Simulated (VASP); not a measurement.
# Os (P6_3/mmc) in VASP: notebook

The runs below take Os through single point, with PBE.

All numbers are computed with VASP 6.6.1; they aren't measurements. Logs are shortened: lines on timing, memory, paths and dates and some standing lists are left out, and cuts for length are marked.

## (1) The cell of the first run

The structure is hexagonal, space group P6_3/mmc (No. 194). The conventional cell has a = 2.679 Å, b = 2.679 Å, c = 4.320 Å, α = 90.00°, β = 90.00°, γ = 120.00°. Os (site symmetry -6m2) has 12 Os at 2.66 to 2.68 Å within 3.5 Å.

## (2) Single point, PBE (equal xx and yy strain of -2 %)

The input, INCAR:

```
SYSTEM = Os
  PREC = Accurate
  ENCUT = 520
  EDIFF = 1E-6
  ISMEAR = -1
  SIGMA = 0.05
  LREAL = .False.
  LASPH = .True.
  NELM = 100
  ALGO = Normal
  ISIF = 2
  LWAVE = .False.
  LCHARG = .True.
  GGA = PE
  LELF = .True.
  LVHAR = .True.
  NBANDS = 15
```

The input, KPOINTS:

```
Automatic mesh
0
Gamma
  15 15 9
  0 0 0
```

The input, POSCAR:

```
Os
1.0
    2.6794179760      0.0000000000      0.0000000000
   -1.3397089880      2.3204440346      0.0000000000
    0.0000000000      0.0000000000      4.3197000000
Os
2
Direct
    0.3333333333      0.6666666667      0.2500000000
    0.6666666667      0.3333333333      0.7500000000
```

Potentials or basis: VASP PAW PBE potentials, release 64 (Os).

Run with:

```
$ cat potpaw_PBE.64/Os/POTCAR > POTCAR
$ mpirun -np 1 vasp_std > vasp.out
```

OUTCAR:

```text
SYSTEM = Os
   PREC = Accurate
   ENCUT = 520
   EDIFF = 1E-6
   ISMEAR = -1
   LREAL = .False.
   LASPH = .True.
   NELM = 100
   ISIF = 2
   GGA = PE

 ion  position               nearest neighbor table
   1  0.333  0.667  0.250-   2 2.66   2 2.66   2 2.66   2 2.66   2 2.66   2 2.66
   2  0.667  0.333  0.750-   1 2.66   1 2.66   1 2.66   1 2.66   1 2.66   1 2.66

  LATTYP: Found a hexagonal cell.
 ALAT       =     2.6794179760
 C/A-ratio  =     1.6121784801

  Lattice vectors:

 A1 = (   2.6794179760,   0.0000000000,   0.0000000000)
 A2 = (  -1.3397089880,   2.3204440346,   0.0000000000)
 A3 = (   0.0000000000,   0.0000000000,   4.3197000000)

Analysis of symmetry for initial positions (statically):
=====================================================================
 Subroutine PRICEL returns:
 Original cell was already a primitive cell.

 Routine SETGRP: Setting up the symmetry group for a
 hexagonal supercell.

 Subroutine GETGRP returns: Found 24 space group operations
 (whereof 12 operations were pure point group operations)
 out of a pool of 24 trial point group operations.

The static configuration has the point symmetry D_3d.
 The point group associated with its full space group is D_6h.

Analysis of symmetry for dynamics (positions and initial velocities):
=====================================================================
 Subroutine PRICEL returns:
 Original cell was already a primitive cell.

 Routine SETGRP: Setting up the symmetry group for a
 hexagonal supercell.

 Subroutine GETGRP returns: Found 24 space group operations
 (whereof 12 operations were pure point group operations)
 out of a pool of 24 trial point group operations.

The dynamic configuration has the point symmetry D_3d.
 The point group associated with its full space group is D_6h.

 Subroutine INISYM returns: Found 24 space group operations
 (whereof 12 operations are pure point group operations),
 and found     1 'primitive' translations

----------------------------------------------------------------------------------------

                                     Primitive cell

  volume of cell :      26.8575

  direct lattice vectors                    reciprocal lattice vectors
     2.679417976  0.000000000  0.000000000     0.373215381  0.215476001  0.000000000
    -1.339708988  2.320444035  0.000000000     0.000000000  0.430952001  0.000000000
     0.000000000  0.000000000  4.319700000     0.000000000  0.000000000  0.231497558

  length of vectors
     2.679417976  2.679417976  4.319700000     0.430952001  0.430952001  0.231497558

  position of ions in fractional coordinates (direct lattice)
     0.333333333  0.666666667  0.250000000
     0.666666667  0.333333333  0.750000000

  ion indices of the primitive-cell ions
   primitive index   ion index
                 1           1
                 2           2

----------------------------------------------------------------------------------------

 KPOINTS: Automatic mesh

Automatic generation of k-mesh.
 Grid dimensions read from file:
 generate k-points for:   15   15    9

 Generating k-lattice:

  Cartesian coordinates                     Fractional coordinates (reciprocal lattice)
     0.024881025  0.014365067  0.000000000     0.066666667  0.000000000  0.000000000
     0.000000000  0.028730133  0.000000000     0.000000000  0.066666667  0.000000000
     0.000000000  0.000000000  0.025721951     0.000000000  0.000000000  0.111111111

  Length of vectors
     0.028730133  0.028730133  0.025721951

  Shift w.r.t. Gamma in fractional coordinates (k-lattice)
     0.000000000  0.000000000  0.000000000

 Subroutine IBZKPT returns following result:
 ===========================================

 Found    135 irreducible k-points:

 Following reciprocal coordinates:
            Coordinates               Weight
  0.000000  0.000000  0.000000      1.000000
  0.066667  0.000000  0.000000      6.000000
  0.133333 -0.000000  0.000000      6.000000
  0.200000 -0.000000  0.000000      6.000000
  0.266667 -0.000000  0.000000      6.000000
  0.333333 -0.000000  0.000000      6.000000
[... 16 lines left out ...]
  0.333333  0.200000  0.000000     12.000000
  0.400000  0.200000  0.000000      6.000000
 [... further k-points ...]
   k-points           NKPTS =    135   k-points in BZ     NKDIM =    135   number of bands    NBANDS=     15
   number of dos      NEDOS =    301   number of ions     NIONS =      2
   total plane-waves  NPLWV =  12800
   dimension x,y,z NGX =    20 NGY =   20 NGZ =   32
   dimension x,y,z NGXF=    40 NGYF=   40 NGZF=   64
   ions per type =               2
   NGX,Y,Z   is equivalent  to a cutoff of  12.41, 12.41, 12.32 a.u.
   NGXF,Y,Z  is equivalent  to a cutoff of  24.82, 24.82, 24.63 a.u.
 SYSTEM =  Os
   PREC   = accura    normal or accurate (medium, high low for compatibility)
   ISTART =      0    job   : 0-new  1-cont  2-samecut
   ICHARG =      2    charge: 1-file 2-atom 10-const
   ISPIN  =      1    spin polarized calculation?
   LNONCOLLINEAR =      F non collinear calculations
   LSORBIT =      F    spin-orbit coupling
   LASPH  =      T    aspherical Exc in radial PAW
   ENCUT  =  520.0 eV  38.22 Ry    6.18 a.u.   4.98  4.98  8.03*2*pi/ulx,y,z
   NELM   =    100;   NELMIN=  2; NELMDL= -5     # of ELM steps
   EDIFF  = 0.1E-05   stopping-criterion for ELM
   LREAL  =      F    real-space projection
   EDIFFG = 0.1E-04   stopping-criterion for IOM
   NSW    =      0    number of steps for IOM
   IBRION =     -1    ionic relax: 0-MD 1-quasi-New 2-CG
   NFREE  =      0    steps in history (QN), initial steepest desc. (CG)
   ISIF   =      2    stress and relaxation
   ISYM   =      2    0-nonsym 1-usesym 2-fastsym
   POTIM  = 0.5000    time-step for ionic-motion
   TEBEG  =    0.0;   TEEND  =   0.0 temperature during run
   PSTRESS=    0.0 pullay stress
   NELECT =      16.0000    total number of electrons
   NUPDOWN=      -1.0000    fix difference up-down
   EMIN   =  10.00;   EMAX   =-10.00  energy-range for DOS
   EFERMI =   0.00;   METHOD = LEGACY
   ISMEAR =    -1;   SIGMA  =   0.05  broadening in eV -4-tet -1-fermi 0-gaus
   EFERMI_NEDOS =   21; number of points for ismear=-14 and -15
   IALGO  =     38    algorithm
   IMIX   =      4    mixing-type and parameters
     AMIX     =   0.40;   BMIX     =  1.00
     AMIX_MAG =   1.60;   BMIX_MAG =  1.00
  volume/ion in A,a.u.               =      13.43        90.62
  Fermi-wavevector in a.u.,A,eV,Ry     =   1.377505  2.603107 25.817318  1.897519
  Thomas-Fermi vector in A             =   2.502652
   LORBIT       =      0    0 simple, 1 ext, 2 COOP (PROOUT), +10 PAW based schemes
   GGA     = PE    functional components
   LHFCALC =     F    Hartree Fock is set to
   AEXX    =    0.0000 exact exchange contribution
   IVDW    =     0    specifies the selected vdW correction
   LEPSILON=     F    determine dielectric tensor
   LRPA    =     F    only Hartree local field effects (RPA)
 non-spin polarized calculation
  energy-cutoff  :      520.00
  volume of cell :       26.86
 maximum number of plane-waves:       746
 NGX is ok and might be reduce to    20
   NGX =  9   NGY =  9   NGZ = 17

 number of electron      15.9999999 magnetization

 Free energy of the ion-electron system (eV)
  ---------------------------------------------------
  ext. energy  EPLUGINS =         0.00000000
  ---------------------------------------------------
  free energy    TOTEN  =       -22.35315532 eV

  energy without entropy =      -22.34498973  energy(sigma->0) =      -22.34907252

 E-fermi :  10.0893     XC(G=0): -14.2961

 val. band max:       10.0862744658   @ k =   0.2667  -0.0000   0.0000
 cond. band min:      10.0958309848   @ k =   0.1333  -0.0000   0.3333
 fundamental gap:      0.0095565190
 Fermi energy:        10.0893245778

 k-point     1 :       0.0000    0.0000    0.0000
  band No.  band energies     occupation
      1      -1.2193      2.00000
      2       1.8841      2.00000
      3       6.8823      2.00000
      4       6.8823      2.00000
      5       6.8831      2.00000
      6       7.7235      2.00000
      7       7.7235      2.00000
      8       8.6465      2.00000
      9       8.6465      2.00000
     10       9.8980      1.95739
     11      11.9115      0.00000
     12      11.9115      0.00000
     13      19.4177      0.00000
     14      24.2199      0.00000
     15      26.6036      0.00000

 k-point     2 :       0.0667    0.0000    0.0000
  band No.  band energies     occupation
      1      -1.0272      2.00000
      2       2.0598      2.00000
      3       6.4331      2.00000
      4       7.0543      2.00000
      5       7.2774      2.00000
      6       7.6028      2.00000
      7       7.8857      2.00000
      8       8.3638      2.00000
      9       8.5067      2.00000
     10       9.1827      2.00000
     11      12.0040      0.00000
     12      12.9348      0.00000
     13      19.4011      0.00000
     14      24.6302      0.00000
     15      26.8712      0.00000

 k-point     3 :       0.1333   -0.0000    0.0000
  band No.  band energies     occupation
      1      -0.4763      2.00000
      2       2.5327      2.00000
      3       5.9184      2.00000
      4       7.2349      2.00000
      5       7.2918      2.00000
      6       7.5611      2.00000
      7       7.7989      2.00000
      8       8.1549      2.00000
      9       8.3615      2.00000
     10       8.6341      2.00000
     11      12.2203      0.00000
     12      14.6538      0.00000
     13      19.3096      0.00000
     14      25.6971      0.00000
     15      27.5018      0.00000
[... 343 lines left out ...]
 k-point    23 :       0.3333    0.2000    0.0000
  band No.  band energies     occupation
      1       3.3692      2.00000
      2       3.7017      2.00000
      3       3.8052      2.00000
      4       5.6993      2.00000
      5       6.1855      2.00000
      6       7.0898      2.00000
      7       8.0580      2.00000
      8      10.9361      0.00000
      9      12.3017      0.00000
     10      12.3603      0.00000
     11      14.9794      0.00000
     12      17.4162      0.00000
     13      19.3559      0.00000
     14      21.1270      0.00000
     15      23.7601      0.00000

 k-point    24 :       0.4000    0.2000    0.0000
  band No.  band energies     occupation
      1       3.2596      2.00000
      2       3.6840      2.00000
      3       3.8031      2.00000
      4       6.0242      2.00000
      5       6.2421      2.00000
      6       6.9088      2.00000
      7       8.2549      2.00000
      8      11.5472      0.00000
      9      12.2462      0.00000
     10      12.2879      0.00000
     11      15.6688      0.00000
     12      16.3879      0.00000
     13      18.8057      0.00000
     14      21.9113      0.00000
     15      24.3374      0.00000

 [... further k-points ...]

------------------------ aborting loop because EDIFF is reached ----------------------------------------

  FORCE on cell =-STRESS in cart. coord.  units (eV):
  Direction    XX          YY          ZZ          XY          YZ          ZX
  --------------------------------------------------------------------------------------
  -------------------------------------------------------------------------------------
  Total        5.4574244      5.4574244      3.3822894      0.0000000      0.0000000      0.0000000
  in kB      325.5615887    325.5615887    201.7698169      0.0000000      0.0000000      0.0000000
  external PRESSURE =     284.2976648 kB  Pullay stress =       0.0000000 kB

 VOLUME and BASIS-vectors are now :
 -----------------------------------------------------------------------------
  energy-cutoff  :      520.00
  volume of cell :       26.86
      direct lattice vectors                 reciprocal lattice vectors
     2.679417976  0.000000000  0.000000000     0.373215381  0.215476001  0.000000000
    -1.339708988  2.320444035  0.000000000     0.000000000  0.430952001  0.000000000
     0.000000000  0.000000000  4.319700000     0.000000000  0.000000000  0.231497558

 POSITION                                       TOTAL-FORCE (eV/Angst)
 -----------------------------------------------------------------------------------
     -0.00000      1.54696      1.07993         0.000000      0.000000      0.000000
      1.33971      0.77348      3.23977         0.000000     -0.000000      0.000000
 -----------------------------------------------------------------------------------
    total drift:                               -0.000000      0.000000     -0.000000

  FREE ENERGIE OF THE ION-ELECTRON SYSTEM (eV)
  ---------------------------------------------------
  free  energy   TOTEN  =       -22.3531553193 eV

  energy  without entropy=      -22.3449897251  energy(sigma->0) =      -22.34907252
```

Run time: 71 s. Hardware: 1 thread of AMD EPYC 7R13, shared host; peak memory 0.14 GiB.

Results:

```
Free energy            : -22.3532 eV
Pressure               : 28.4 GPa
Band gap on the k mesh : zero (bands 8 and 9 overlap by 4.23 eV)
```

Caveat: the cell differs from its parent crystal (equal xx and yy strain of -2 %); the stress differs along the axes, from 20 to 33 GPa; spin-orbit coupling is left out, which moves the levels of the heavy elements.

(Part 1 of 2 ends here.)

The gap in the log of VASP goes by the Fermi energy; the results here count the filled bands.